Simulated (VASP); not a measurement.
# AlSi16 (a cell with a defect) in VASP: single point with PBE+D3(BJ)

Aim: the single point of AlSi16 (a cell with a defect) with PBE+D3(BJ).

Everything below comes from runs of VASP 6.6.1. Logs are shortened: lines on timing, memory, paths and dates and some standing lists are left out, and cuts for length are marked.

## (1) The cell of the first run

The cell holds a defect, 17 atoms: a = 7.679 Å, b = 7.679 Å, c = 7.679 Å, α = 60.00°, β = 60.00°, γ = 60.00°.

## (2) Single point, PBE+D3(BJ), collinear spin, zero start

Contents of INCAR:

```
ALGO = Normal
EDIFF = 1E-6
ENCUT = 520
GGA = PE
ISIF = 2
ISMEAR = 0
ISPIN = 2
IVDW = 12
LASPH = True
LCHARG = False
LORBIT = 11
LREAL = Auto
LWAVE = False
MAGMOM = 0 0 0 0 0 0 0 0 0 0 0 0 0 0 0 0 0
NBANDS = 52
NELM = 150
PREC = Accurate
SIGMA = 0.05
```

Contents of KPOINTS:

```
k-points
0
Gamma
  2 2 2
```

Contents of POSCAR:

```
AlSi16
1.0
    0.0000000000      5.4300000000      5.4300000000
    5.4300000000      0.0000000000      5.4300000000
    5.4300000000      5.4300000000      0.0000000000
Si Al
16 1
Direct
    0.0193369245      0.0009291897     -0.0099129834
    0.1245448435      0.1355614180      0.1248472376
   -0.0108061694      0.0138472376      0.4993606814
    0.1259208103      0.1355302026      0.6150699816
   -0.0108360958      0.5100865562      0.0030779006
    0.1257441068      0.6260032228      0.1247866483
   -0.0099484346      0.5096139963      0.4989510129
    0.0951427256      0.6426281768      0.6318246777
    0.5029751381      0.0168068140      0.0063559853
    0.6552377532      0.1217970534      0.1103031308
    0.5040981584      0.0189725599      0.4715510129
    0.6148666667      0.1455178637      0.6202955801
    0.5039406998      0.4830672192      0.0080526703
    0.6148703499      0.6311992634      0.1345480663
    0.4664133517      0.5187039595      0.5077093002
    0.6154599448      0.6308214549      0.6199632597
    0.4144383978      0.8685372928      0.8567796501
```

Potentials or basis: VASP PAW PBE potentials, release 64 (Si, Al).

The run is started by

```bash
$ cat potpaw_PBE.64/Si/POTCAR potpaw_PBE.64/Al/POTCAR > POTCAR
$ mpirun -np 1 vasp_std > vasp.out
```

OUTCAR:

```text
EDIFF = 1E-6
   ENCUT = 520
   GGA = PE
   ISIF = 2
   ISMEAR = 0
   ISPIN = 2
   IVDW = 12
   LASPH = True
   LORBIT = 11
   LREAL = Auto
   NELM = 150
   PREC = Accurate
 IVDW          = 12

 ion  position               nearest neighbor table
   1  0.019  0.001  0.990-  10 2.28   2 2.35   6 2.35   4 2.35  17 2.48
   2  0.125  0.136  0.125-   3 2.35   5 2.35   1 2.35   9 2.37  17 2.91
   3  0.989  0.014  0.499-   8 2.33   4 2.35  12 2.35   2 2.35
   4  0.126  0.136  0.615-   7 2.35   3 2.35   1 2.35  11 2.37  17 2.88
   5  0.989  0.510  0.003-   8 2.33  14 2.35   6 2.35   2 2.35
   6  0.126  0.626  0.125-   7 2.35   5 2.35   1 2.35  13 2.37  17 2.89
   7  0.990  0.510  0.499-   8 2.33   4 2.35   6 2.35  16 2.35
   8  0.095  0.643  0.632-  15 2.33   7 2.33   3 2.33   5 2.33
   9  0.503  0.017  0.006-  10 2.27   2 2.37  14 2.42  12 2.42  17 2.44
  10  0.655  0.122  0.110-  11 2.27  13 2.27   9 2.27   1 2.28
  11  0.504  0.019  0.472-  10 2.27   4 2.37  12 2.43  17 2.43  16 2.44
  12  0.615  0.146  0.620-  15 2.35   3 2.35   9 2.42  11 2.43  17 2.61
  13  0.504  0.483  0.008-  10 2.27   6 2.37  14 2.42  17 2.43  16 2.44
  14  0.615  0.631  0.135-  15 2.35   5 2.35   9 2.42  13 2.42  17 2.61
  15  0.466  0.519  0.508-   8 2.33  14 2.35  12 2.35  16 2.35
  16  0.615  0.631  0.620-  15 2.35   7 2.35  13 2.44  11 2.44  17 2.59
  17  0.414  0.869  0.857-  11 2.43  13 2.43   9 2.44   1 2.48  16 2.59  12 2.61  14 2.61   4 2.88
                             6 2.89   2 2.91

  LATTYP: Found a face centered cubic cell.
 ALAT       =    10.8600000000

  Lattice vectors:

 A1 = (   0.0000000000,   5.4300000000,   5.4300000000)
 A2 = (   5.4300000000,   0.0000000000,   5.4300000000)
 A3 = (   5.4300000000,   5.4300000000,   0.0000000000)

Analysis of symmetry for initial positions (statically):
=====================================================================
 Subroutine PRICEL returns:
 Original cell was already a primitive cell.

 Routine SETGRP: Setting up the symmetry group for a
 face centered cubic supercell.

 Subroutine GETGRP returns: Found  1 space group operations
 (whereof  1 operations were pure point group operations)
 out of a pool of 48 trial point group operations.

The static configuration has the point symmetry C_1 .

Analysis of symmetry for dynamics (positions and initial velocities):
=====================================================================
 Subroutine PRICEL returns:
 Original cell was already a primitive cell.

 Routine SETGRP: Setting up the symmetry group for a
 face centered cubic supercell.

 Subroutine GETGRP returns: Found  1 space group operations
 (whereof  1 operations were pure point group operations)
 out of a pool of 48 trial point group operations.

The dynamic configuration has the point symmetry C_1 .

[... 175 lines left out ...]

 E-fermi :   6.9159     XC(G=0):  -9.6626

 val. band max:        6.9040299757   @ k =   0.0000   0.0000   0.0000
 cond. band min:       6.9276813108   @ k =   0.0000   0.0000   0.0000
 fundamental gap:      0.0236513351
 Fermi energy:         6.9158532394

 spin component 1

 k-point     1 :       0.0000    0.0000    0.0000
  band No.  band energies     occupation
      1      -5.9861      1.00000
      2      -3.5507      1.00000
      3      -3.5269      1.00000
      4      -3.5169      1.00000
      5      -3.5016      1.00000
      6      -2.3504      1.00000
[... 373 lines left out ...]
     44      10.3321      0.00000
     45      10.3533      0.00000
 Fermi energy:         6.9158532394

 spin component 2

 k-point     1 :       0.0000    0.0000    0.0000
  band No.  band energies     occupation
      1      -5.9861      1.00000
      2      -3.5507      1.00000
      3      -3.5269      1.00000
      4      -3.5169      1.00000
      5      -3.5016      1.00000
      6      -2.3504      1.00000
[... 373 lines left out ...]
     44      10.3321      0.00000
     45      10.3533      0.00000
 [bands above 45 left out]

------------------------ aborting loop because EDIFF is reached ----------------------------------------

 Edisp (eV)   -5.60973

 E8    (eV) :    -2.3329

  FORCE on cell =-STRESS in cart. coord.  units (eV):
  Direction    XX          YY          ZZ          XY          YZ          ZX
  --------------------------------------------------------------------------------------
  -------------------------------------------------------------------------------------
  Total       4.56651     4.71678     4.69953     0.12490     0.03165     0.15024
  in kB      22.84891    23.60079    23.51450     0.62496     0.15839     0.75176
  external pressure =       23.32 kB  Pullay stress =        0.00 kB

 VOLUME and BASIS-vectors are now :
 -----------------------------------------------------------------------------
  energy-cutoff  :      520.00
  volume of cell :      320.21
      direct lattice vectors                 reciprocal lattice vectors
     0.000000000  5.430000000  5.430000000    -0.092081031  0.092081031  0.092081031
     5.430000000  0.000000000  5.430000000     0.092081031 -0.092081031  0.092081031
     5.430000000  5.430000000  0.000000000     0.092081031  0.092081031 -0.092081031

 POSITION                                       TOTAL-FORCE (eV/Angst)
 -----------------------------------------------------------------------------------
      5.38122      5.48117      0.11005         0.062964     -0.073732     -0.068587
      1.41402      1.35420      1.41238        -0.015370     -0.004713     -0.002367
      2.78672      8.08285      5.44651        -0.043644      0.032589      0.000827
      4.07576      4.02358      1.41968         0.010413      0.016854     -0.013052
      2.78648      5.38787      8.14093        -0.040937      0.002117      0.032018
      4.07679      1.36038      4.08199         0.005947     -0.013098      0.013054
[... 9 lines left out ...]
      6.79176      6.70835      6.76731         0.029362      0.037494      0.039230
      9.36847      6.90271      6.96656         0.188698     -0.142024     -0.150504
 -----------------------------------------------------------------------------------
    total drift:                               -0.002300     -0.004501      0.005658

  FREE ENERGIE OF THE ION-ELECTRON SYSTEM (eV)
  ---------------------------------------------------
  free  energy   TOTEN  =       -92.2002364922 eV

  energy  without entropy=      -92.1935659820  energy(sigma->0) =      -92.19690124

 total charge

# of ion       s       p       d       tot
------------------------------------------
    1        0.747   0.966   0.000   1.713
    2        0.744   0.933   0.000   1.678
    3        0.745   0.951   0.000   1.696
    4        0.743   0.934   0.000   1.677
    5        0.745   0.951   0.000   1.696
    6        0.744   0.934   0.000   1.678
[... 9 lines left out ...]
   16        0.747   0.922   0.000   1.669
   17        0.504   0.342   0.000   0.846
--------------------------------------------------
tot         12.488  15.439   0.000  27.927

 magnetization (x)

# of ion       s       p       d       tot
------------------------------------------
    1        0.000  -0.000   0.000   0.000
    2        0.000   0.000   0.000   0.000
    3        0.000   0.000   0.000   0.000
    4       -0.000  -0.000   0.000  -0.000
    5        0.000  -0.000   0.000   0.000
    6        0.000   0.000   0.000   0.000
[... 9 lines left out ...]
   16        0.000   0.000   0.000   0.000
   17       -0.000  -0.000   0.000  -0.000
--------------------------------------------------
tot          0.000  -0.000   0.000   0.000
```

OSZICAR:

```text
N       E                     dE             d eps       ncg     rms          rms(c)
DAV:   1     0.151824288951E+03    0.15182E+03   -0.25230E+04  1664   0.106E+03
DAV:   2    -0.749441119855E+02   -0.22677E+03   -0.21251E+03  2052   0.160E+02
DAV:   3    -0.880124097312E+02   -0.13068E+02   -0.12798E+02  2152   0.340E+01
DAV:   4    -0.882653501050E+02   -0.25294E+00   -0.25207E+00  2112   0.583E+00
DAV:   5    -0.882712225807E+02   -0.58725E-02   -0.58694E-02  2072   0.854E-01    0.143E+01
DAV:   6    -0.870596913312E+02    0.12115E+01   -0.83848E-01  1992   0.272E+00    0.874E+00
DAV:   7    -0.865801720178E+02    0.47952E+00   -0.12120E+00  1936   0.309E+00    0.102E+00
DAV:   8    -0.865879534933E+02   -0.77815E-02   -0.71237E-02  2000   0.886E-01    0.494E-01
DAV:   9    -0.865892313628E+02   -0.12779E-02   -0.71377E-03  1920   0.264E-01    0.237E-01
DAV:  10    -0.865901759978E+02   -0.94464E-03   -0.10744E-03  2008   0.109E-01    0.101E-01
DAV:  11    -0.865904844902E+02   -0.30849E-03   -0.33792E-04  1904   0.641E-02    0.416E-02
DAV:  12    -0.865905039402E+02   -0.19450E-04   -0.19043E-05  2136   0.150E-02    0.195E-02
DAV:  13    -0.865905102515E+02   -0.63112E-05   -0.75639E-06  1988   0.906E-03    0.561E-03
DAV:  14    -0.865905107782E+02   -0.52671E-06   -0.80549E-07  1264   0.313E-03
   1 F= -.92200236E+02 E0= -.92196901E+02  d E =-.667051E-02  mag=     0.0000
```

Wall time 4.4 min (1 thread of Intel Xeon 6975P-C (Granite Rapids), shared host); peak memory 0.7 GiB.

Results:

```yaml
Free_energy: -92.2002 eV
Pressure: 2.3 GPa
Largest_force: 0.280 eV/Å
Net_moment: 0.00 μB per cell
Valence_electrons_inside_the_program's_atomic_spheres: Si 1.71, 1.68, 1.70, 1.75, 1.67, 1.69 (each value once); Al 0.85
Dispersion_energy_per_atom: -0.330 eV
```

Forces on the atoms (eV/Å):
```
Si   0.063 -0.074 -0.069
Si  -0.015 -0.005 -0.002
Si  -0.044  0.033  0.001
Si   0.010  0.017 -0.013
Si  -0.041  0.002  0.032
Si   0.006 -0.013  0.013
Si   0.003  0.034  0.036
Si  -0.072  0.078  0.078
Si  -0.038 -0.022 -0.012
Si   0.063 -0.060 -0.059
Si  -0.002  0.053 -0.033
Si  -0.040  0.038 -0.018
Si  -0.006 -0.035  0.047
Si  -0.038 -0.015  0.039
Si  -0.068  0.073  0.072
Si   0.029  0.037  0.039
Al   0.189 -0.142 -0.151
```

Caveat: the k points lie up to 0.50 Å⁻¹ apart.
